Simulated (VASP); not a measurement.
Mg: single point with PBE

The system is Mg.

```
CELL_PARAMETERS angstrom
-1.83599 1.83599 1.67940
1.83599 -1.83599 1.67940
1.83599 1.83599 -1.67940
ATOMIC_POSITIONS crystal
Mg 0.95009 0.92432 0.97625
```

```yaml
Program: VASP 6.6.1
Task: single point
Functional: PBE
Potentials_or_basis: VASP PAW PBE potentials, release 64 (Mg)
Cutoff: 600 eV
k_mesh: 6 × 6 × 6
Occupations: gaussian, width 0.1 eV
Spin: no spin polarisation
Dipole_correction: no
Further_INCAR_settings: ALGO = Normal; EDIFF = 1e-06; NBANDS = 7
```

```json
{
 "Pressure": "0.5 GPa",
 "Band gap on the k mesh": "zero (band 1 reaches 5.94 eV, above the bottom of band 2 at 1.40 eV)"
}
```

Stress tensor (GPa, compression positive):
```
-0.86  0.00  0.00
 0.00 -0.86  0.00
 0.00  0.00  3.26
```

Levels at points of the mesh, in eV from the Fermi level:
```
           k point  band 1  band 2  band 3  band 4
(0.00, 0.00, 0.00)   -7.14   11.82   13.68   13.68
(0.50, 0.00, 0.00)   -1.49   -0.81    8.06    8.86
(0.50, 0.50, 0.00)   -1.90   -1.46    9.68   10.40
(0.50, 0.50, 0.50)    3.08    3.08    3.45    4.02
```

Run time: 2.9 s on 1 thread of Intel(R) Xeon(R) 6975P-C (Granite Rapids) (shared host), peak memory 0.15 GiB.

Caveat: the k points lie up to 0.42 Å⁻¹ apart.
